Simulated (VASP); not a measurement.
PtSe2, 3 atoms in the cell. It takes space group P-3m1 (No. 164, trigonal). Conventional cell: a = 3.629 Å, b = 3.629 Å, c = 4.183 Å, α = 90.00°, β = 90.00°, γ = 120.00°. Within 3.2 Å of Pt (site symmetry -3m) lie 6 Se at 2.43 Å. Within 3.3 Å of Se (site symmetry 3m) lie 3 Pt at 2.43 Å and 6 Se at 2.71 to 3.24 Å. 

| Item | Value |
| --- | --- |
| Program | VASP 6.6.1 |
| Task | phonons |
| Functional | PBE |
| Dispersion | D3(BJ) |
| Potentials or basis | VASP PAW PBE potentials, release 64 (Pt, Se) |
| Cutoff | 520 eV |
| k mesh | 12 × 12 × 10 |
| Occupations | fermi-dirac, width 0.15 eV |
| Spin | no spin polarisation |
| Dipole correction | no |
| Further INCAR settings | ALGO = Normal; EDIFF = 1e-08; IBRION = 6; POTIM = 0.015; NSW = 1 |

Potentials or basis: VASP PAW PBE potentials, release 64 (Pt, Se).

Command:

```sh
$ cat potpaw_PBE.64/Pt/POTCAR potpaw_PBE.64/Se/POTCAR > POTCAR
$ mpirun -np 1 vasp_std > vasp.out
```

Hardware: 1 thread of AMD EPYC 9R45 96-Core Processor (Zen 5) (shared host).

**Question.** How long does it take, and how much memory?

**Answer.** Wall time 8.2 min on 1 thread of AMD EPYC 9R45 96-Core Processor (Zen 5), on a shared host, peak memory 0.87 GiB. Counts: scf iterations 87, k points 162.
